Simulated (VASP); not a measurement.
# MnO (Fm-3m) in VASP: a series of runs

Runs on MnO. Level: PBE. Tasks: single point.

Everything below comes from runs of VASP 6.6.1. Logs are shortened: lines on timing, memory, paths and dates and some standing lists are left out, and cuts for length are marked.

## 1. The cell of the first run

It takes space group Fm-3m (No. 225, cubic). Conventional cell: a = 4.448 Å, b = 4.448 Å, c = 4.448 Å, α = 90.00°, β = 90.00°, γ = 90.00°. Within 2.9 Å of Mn (site symmetry m-3m) lie 6 O at 2.22 Å. O (site symmetry m-3m) has 6 Mn at 2.22 Å within 2.9 Å.

## 2. Single point, PBE, collinear spin, ferromagnetic start

Input file INCAR:

```
  PREC = Accurate
  ENCUT = 520
  EDIFF = 1E-6
  ISMEAR = -1
  SIGMA = 0.05
  LREAL = F
  LASPH = T
  NELM = 150
  ALGO = Normal
  ISIF = 2
  LWAVE = F
  LCHARG = F
  ISPIN = 2
  MAGMOM = 2 0
  LORBIT = 11
  NUPDOWN = 2.0
  LMAXMIX = 4
  GGA = PE
  NBANDS = 20
```

Input file KPOINTS:

```
Automatic mesh
0
Gamma
  9 9 9
```

Input file POSCAR:

```
MnO
1.0
    0.0000000000      2.2239077028      2.2239077028
    2.2239077028      0.0000000000      2.2239077028
    2.2239077028      2.2239077028      0.0000000000
Mn O
1 1
Direct
    0.0000000000      0.0000000000      0.0000000000
    0.5000000000      0.5000000000      0.5000000000
```

Potentials or basis: VASP PAW PBE potentials, release 64 (Mn_pv, O).

On the command line:

```console
cat potpaw_PBE.64/Mn_pv/POTCAR potpaw_PBE.64/O/POTCAR > POTCAR
mpirun -np 1 vasp_std > vasp.out
```

OUTCAR:

```text
PREC = Accurate
   ENCUT = 520
   EDIFF = 1E-6
   ISMEAR = -1
   LREAL = F
   LASPH = T
   NELM = 150
   ISIF = 2
   ISPIN = 2
   LORBIT = 11
   NUPDOWN = 2.0
   GGA = PE

 ion  position               nearest neighbor table
   1  0.000  0.000  0.000-   2 2.22   2 2.22   2 2.22   2 2.22   2 2.22   2 2.22
   2  0.500  0.500  0.500-   1 2.22   1 2.22   1 2.22   1 2.22   1 2.22   1 2.22

  LATTYP: Found a face centered cubic cell.
 ALAT       =     4.4478154056

  Lattice vectors:

 A1 = (   0.0000000000,   2.2239077028,   2.2239077028)
 A2 = (   2.2239077028,   0.0000000000,   2.2239077028)
 A3 = (   2.2239077028,   2.2239077028,   0.0000000000)

Analysis of symmetry for initial positions (statically):
=====================================================================
 Subroutine PRICEL returns:
 Original cell was already a primitive cell.

 Routine SETGRP: Setting up the symmetry group for a
 face centered cubic supercell.

 Subroutine GETGRP returns: Found 48 space group operations
 (whereof 48 operations were pure point group operations)
 out of a pool of 48 trial point group operations.

The static configuration has the point symmetry O_h .

Analysis of symmetry for dynamics (positions and initial velocities):
=====================================================================
 Subroutine PRICEL returns:
 Original cell was already a primitive cell.

 Routine SETGRP: Setting up the symmetry group for a
 face centered cubic supercell.

 Subroutine GETGRP returns: Found 48 space group operations
 (whereof 48 operations were pure point group operations)
 out of a pool of 48 trial point group operations.

The dynamic configuration has the point symmetry O_h .

Analysis of structural, dynamic, and magnetic symmetry:
=====================================================================
 Subroutine PRICEL returns:
 Original cell was already a primitive cell.

 Routine SETGRP: Setting up the symmetry group for a
 face centered cubic supercell.

 Subroutine GETGRP returns: Found 48 space group operations
 (whereof 48 operations were pure point group operations)
 out of a pool of 48 trial point group operations.

The overall configuration has the point symmetry O_h .

 Subroutine INISYM returns: Found 48 space group operations
 (whereof 48 operations are pure point group operations),
 and found     1 'primitive' translations

----------------------------------------------------------------------------------------

                                     Primitive cell

  volume of cell :      21.9979

  direct lattice vectors                    reciprocal lattice vectors
     0.000000000  2.223907703  2.223907703    -0.224829474  0.224829474  0.224829474
     2.223907703  0.000000000  2.223907703     0.224829474 -0.224829474  0.224829474
     2.223907703  2.223907703  0.000000000     0.224829474  0.224829474 -0.224829474

  length of vectors
     3.145080435  3.145080435  3.145080435     0.389416073  0.389416073  0.389416073

  position of ions in fractional coordinates (direct lattice)
     0.000000000  0.000000000  0.000000000
     0.500000000  0.500000000  0.500000000

  ion indices of the primitive-cell ions
   primitive index   ion index
                 1           1
                 2           2

----------------------------------------------------------------------------------------

 KPOINTS: Automatic mesh

Automatic generation of k-mesh.
 Grid dimensions read from file:
 generate k-points for:    9    9    9

 Generating k-lattice:

  Cartesian coordinates                     Fractional coordinates (reciprocal lattice)
    -0.024981053  0.024981053  0.024981053     0.111111111  0.000000000  0.000000000
     0.024981053 -0.024981053  0.024981053     0.000000000  0.111111111  0.000000000
     0.024981053  0.024981053 -0.024981053     0.000000000  0.000000000  0.111111111

  Length of vectors
     0.043268453  0.043268453  0.043268453

  Shift w.r.t. Gamma in fractional coordinates (k-lattice)
     0.000000000  0.000000000  0.000000000

 Subroutine IBZKPT returns following result:
 ===========================================

 Found     35 irreducible k-points:

 Following reciprocal coordinates:
            Coordinates               Weight
  0.000000  0.000000  0.000000      1.000000
  0.111111  0.000000  0.000000      8.000000
  0.222222  0.000000  0.000000      8.000000
  0.333333  0.000000  0.000000      8.000000
  0.444444  0.000000  0.000000      8.000000
  0.111111  0.111111  0.000000      6.000000
[... 16 lines left out ...]
 -0.333333  0.333333  0.000000     12.000000
  0.444444  0.444444  0.000000      6.000000
 [... further k-points ...]
   k-points           NKPTS =     35   k-points in BZ     NKDIM =     35   number of bands    NBANDS=     20
   number of dos      NEDOS =    301   number of ions     NIONS =      2
   total plane-waves  NPLWV =  13824
   dimension x,y,z NGX =    24 NGY =   24 NGZ =   24
   dimension x,y,z NGXF=    48 NGYF=   48 NGZF=   48
   ions per type =               1   1
   NGX,Y,Z   is equivalent  to a cutoff of  12.69, 12.69, 12.69 a.u.
   NGXF,Y,Z  is equivalent  to a cutoff of  25.37, 25.37, 25.37 a.u.
 SYSTEM =  unknown system
   PREC   = accura    normal or accurate (medium, high low for compatibility)
   ISTART =      0    job   : 0-new  1-cont  2-samecut
   ICHARG =      2    charge: 1-file 2-atom 10-const
   ISPIN  =      2    spin polarized calculation?
   LNONCOLLINEAR =      F non collinear calculations
   LSORBIT =      F    spin-orbit coupling
   LASPH  =      T    aspherical Exc in radial PAW
   ENCUT  =  520.0 eV  38.22 Ry    6.18 a.u.   5.85  5.85  5.85*2*pi/ulx,y,z
   NELM   =    150;   NELMIN=  2; NELMDL= -5     # of ELM steps
   EDIFF  = 0.1E-05   stopping-criterion for ELM
   LREAL  =      F    real-space projection
   EDIFFG = 0.1E-04   stopping-criterion for IOM
   NSW    =      0    number of steps for IOM
   IBRION =     -1    ionic relax: 0-MD 1-quasi-New 2-CG
   NFREE  =      0    steps in history (QN), initial steepest desc. (CG)
   ISIF   =      2    stress and relaxation
   ISYM   =      2    0-nonsym 1-usesym 2-fastsym
   POTIM  = 0.5000    time-step for ionic-motion
   TEBEG  =    0.0;   TEEND  =   0.0 temperature during run
   PSTRESS=    0.0 pullay stress
   NELECT =      19.0000    total number of electrons
   NUPDOWN=       2.0000    fix difference up-down
   EMIN   =  10.00;   EMAX   =-10.00  energy-range for DOS
   EFERMI =   0.00;   METHOD = LEGACY
   ISMEAR =    -1;   SIGMA  =   0.05  broadening in eV -4-tet -1-fermi 0-gaus
   EFERMI_NEDOS =   21; number of points for ismear=-14 and -15
   IALGO  =     38    algorithm
   IMIX   =      4    mixing-type and parameters
     AMIX     =   0.40;   BMIX     =  1.00
     AMIX_MAG =   1.60;   BMIX_MAG =  1.00
  volume/ion in A,a.u.               =      11.00        74.22
  Fermi-wavevector in a.u.,A,eV,Ry     =   1.559071  2.946217 33.071721  2.430703
  Thomas-Fermi vector in A             =   2.662483
   LORBIT       =     11    0 simple, 1 ext, 2 COOP (PROOUT), +10 PAW based schemes
   GGA     = PE    functional components
   LHFCALC =     F    Hartree Fock is set to
   AEXX    =    0.0000 exact exchange contribution
   IVDW    =     0    specifies the selected vdW correction
   LEPSILON=     F    determine dielectric tensor
   LRPA    =     F    only Hartree local field effects (RPA)
 spin polarized calculation
  energy-cutoff  :      520.00
  volume of cell :       22.00
 maximum number of plane-waves:       609
   NGX = 11   NGY = 11   NGZ = 11

 number of electron      18.9999991 magnetization       1.9999998

 Free energy of the ion-electron system (eV)
  ---------------------------------------------------
  ext. energy  EPLUGINS =         0.00000000
  ---------------------------------------------------
  free energy    TOTEN  =       -14.96952922 eV

  energy without entropy =      -14.93723765  energy(sigma->0) =      -14.95338344

 E-fermi :   7.7755     XC(G=0): -11.9861

 val. band max:        7.7711801952   @ k =  -0.3333   0.3333   0.1111
 cond. band min:       6.7242973403   @ k =   0.3333   0.3333   0.0000
 fundamental gap:     -1.0468828550
 Fermi energy:         6.6733309562

 spin component 1

 k-point     1 :       0.0000    0.0000    0.0000
  band No.  band energies     occupation
      1     -42.0210      1.00000
      2     -42.0209      1.00000
      3     -42.0209      1.00000
      4     -13.0992      1.00000
      5       3.3449      1.00000
      6       3.3449      1.00000
[... 12 lines left out ...]
     19      27.6566      0.00000
     20      27.6566      0.00000
[... 507 lines left out ...]
 k-point    24 :       0.4444    0.4444    0.0000
  band No.  band energies     occupation
      1     -42.0776      1.00000
      2     -42.0441      1.00000
      3     -42.0440      1.00000
      4     -12.2383      1.00000
      5       0.3507      1.00000
      6       2.3954      1.00000
[... 12 lines left out ...]
     19      33.5997      0.00000
     20      35.6487      0.00000

 [... further k-points ...]

 spin component 2

 k-point     1 :       0.0000    0.0000    0.0000
  band No.  band energies     occupation
      1     -39.9109      1.00000
      2     -39.9109      1.00000
      3     -39.9109      1.00000
      4     -13.1143      1.00000
      5       3.3035      1.00000
      6       3.3035      1.00000
[... 12 lines left out ...]
     19      28.6035      0.00000
     20      28.6035      0.00000
[... 507 lines left out ...]
 k-point    24 :       0.4444    0.4444    0.0000
  band No.  band energies     occupation
      1     -39.9744      1.00000
      2     -39.9366      1.00000
      3     -39.9366      1.00000
      4     -12.2679      1.00000
      5       0.4081      1.00000
      6       2.3972      1.00000
[... 12 lines left out ...]
     19      33.8648      0.00000
     20      35.6377      0.00000

 [... further k-points ...]

------------------------ aborting loop because EDIFF is reached ----------------------------------------

  FORCE on cell =-STRESS in cart. coord.  units (eV):
  Direction    XX          YY          ZZ          XY          YZ          ZX
  --------------------------------------------------------------------------------------
  -------------------------------------------------------------------------------------
  Total       -4.0486757     -4.0486757     -4.0486757     -0.0000000     -0.0000000      0.0000000
  in kB     -294.8786274   -294.8786274   -294.8786274     -0.0000000     -0.0000000      0.0000000
  external PRESSURE =    -294.8786274 kB  Pullay stress =       0.0000000 kB

 VOLUME and BASIS-vectors are now :
 -----------------------------------------------------------------------------
  energy-cutoff  :      520.00
  volume of cell :       22.00
      direct lattice vectors                 reciprocal lattice vectors
     0.000000000  2.223907703  2.223907703    -0.224829474  0.224829474  0.224829474
     2.223907703  0.000000000  2.223907703     0.224829474 -0.224829474  0.224829474
     2.223907703  2.223907703  0.000000000     0.224829474  0.224829474 -0.224829474

 POSITION                                       TOTAL-FORCE (eV/Angst)
 -----------------------------------------------------------------------------------
      0.00000      0.00000      0.00000        -0.000000     -0.000000      0.000000
      2.22391      2.22391      2.22391         0.000000      0.000000     -0.000000
 -----------------------------------------------------------------------------------
    total drift:                                0.000000     -0.000000     -0.000000

  FREE ENERGIE OF THE ION-ELECTRON SYSTEM (eV)
  ---------------------------------------------------
  free  energy   TOTEN  =       -14.9695292183 eV

  energy  without entropy=      -14.9372376535  energy(sigma->0) =      -14.95338344

 total charge

# of ion       s       p       d       tot
------------------------------------------
    1        0.184   6.150   5.063  11.397
    2        1.556   3.352   0.000   4.908
--------------------------------------------------
tot          1.740   9.502   5.063  16.305

 magnetization (x)

# of ion       s       p       d       tot
------------------------------------------
    1        0.010   0.005   1.980   1.994
    2        0.003  -0.026   0.000  -0.023
--------------------------------------------------
tot          0.012  -0.021   1.980   1.971
```

It took 17 s on 1 thread of Intel Xeon Platinum 8488C (Sapphire Rapids), shared host; peak memory 0.15 GiB.

What came out:

```yaml
Free_energy: -14.9695 eV
Pressure: -29.5 GPa
Net_moment: 2.00 μB per cell
Site_moments: Mn +1.99; O -0.02 μB
Valence_electrons_inside_the_program's_atomic_spheres: Mn 11.40; O 4.91
```

Caveat: the total moment is fixed, so each spin has its own Fermi level; a cell with one magnetic atom can't hold antiferromagnetic order, which such compounds often take.

## 3. Single point, PBE, collinear spin, ferromagnetic start

Input file INCAR:

```
PREC = Accurate
ENCUT = 520
EDIFF = 1E-6
ISMEAR = -1
SIGMA = 0.05
LREAL = F
LASPH = T
NELM = 150
ALGO = Normal
ISIF = 2
LWAVE = F
LCHARG = F
ISPIN = 2
MAGMOM = 3 0
LORBIT = 11
NUPDOWN = 3.0
LMAXMIX = 4
GGA = PE
NBANDS = 20
```

Input file KPOINTS:

```
regular mesh
0
Gamma
  9 9 9
```

POSCAR is that of step 2.

Potentials or basis: VASP PAW PBE potentials, release 64 (Mn_pv, O).

On the command line:

```console
cat potpaw_PBE.64/Mn_pv/POTCAR potpaw_PBE.64/O/POTCAR > POTCAR
mpirun -np 1 vasp_std > vasp.out
```

Wall time 15 s (1 thread of Intel Xeon Platinum 8488C (Sapphire Rapids), shared host); peak memory 0.16 GiB.

The run converged. Its results:

```yaml
Free_energy: -15.6165 eV
Pressure: -23.3 GPa
Net_moment: 3.00 μB per cell
Site_moments: Mn +2.94; O -0.02 μB
Valence_electrons_inside_the_program's_atomic_spheres: Mn 11.39; O 4.92
```

Caveat: the total moment is fixed, so each spin has its own Fermi level; a cell with one magnetic atom can't hold antiferromagnetic order, which such compounds often take.

## 4. Single point, PBE, collinear spin, ferromagnetic start

Input file INCAR:

```
SYSTEM = MnO
PREC     = Accurate       ! precision mode
ENCUT    = 520            ! plane-wave cutoff, eV
EDIFF    = 1E-7           ! SCF threshold, eV
ISMEAR   = -1             ! smearing method
SIGMA    = 0.05           ! smearing width, eV
LREAL    = .FALSE.        ! projectors in reciprocal space
LASPH    = .TRUE.         ! aspherical terms in the spheres
NELM     = 150            ! most SCF steps
ALGO     = Normal         ! electronic algorithm
ISIF     = 2              ! what is computed and relaxed
LWAVE    = .FALSE.        ! write WAVECAR
LCHARG   = .FALSE.        ! write CHGCAR
ISPIN    = 2              ! spin polarisation
MAGMOM   = 4 0            ! initial moments
LORBIT   = 11             ! projections on sites
NUPDOWN  = 4.0            ! fixed moment
LMAXMIX  = 4              ! l up to which the mixer works
GGA      = PE             ! functional
NBANDS   = 20             ! bands
```

Input file KPOINTS:

```
regular mesh
0
G
  9 9 9
  0 0 0
```

POSCAR is that of step 3.

On the command line:

```console
cat potpaw_PBE.64/Mn_pv/POTCAR potpaw_PBE.64/O/POTCAR > POTCAR
mpirun -np 1 vasp_std > vasp.out
```

Wall time 15 s (1 thread of Intel Xeon Platinum 8488C (Sapphire Rapids), shared host); peak memory 0.15 GiB.

Results (log left out):

```
Free energy                                           : -16.2003 eV
Pressure                                              : -12.6 GPa
Net moment                                            : 4.00 μB per cell
Site moments                                          : Mn +3.77; O +0.07 μB
Valence electrons inside the program's atomic spheres : Mn 11.37; O 4.94
```

Caveat: the total moment is fixed, so each spin has its own Fermi level; a cell with one magnetic atom can't hold antiferromagnetic order, which such compounds often take.

## 5. Overview

| fixed moment (μB) | pressure (GPa) | moment (μB) |
| --- | --- | --- |
| 2.0 | -29.5 | 2.00 |
| 3.0 | -23.3 | 3.00 |
| 4.0 | -12.6 | 4.00 |

Alike in all rows: task single point; level PBE; potentials or basis VASP PAW PBE potentials, release 64 (Mn_pv, O); spin collinear, ferromagnetic start; cell as given; k mesh 9 × 9 × 9; cutoff (eV) 520; smearing fermi-dirac 0.05 eV.

Caveats: the total moment is fixed, so each spin has its own Fermi level; a cell with one magnetic atom can't hold antiferromagnetic order, which such compounds often take.

Total energies depend on the potentials used, so only differences within one code and one set of settings carry meaning.
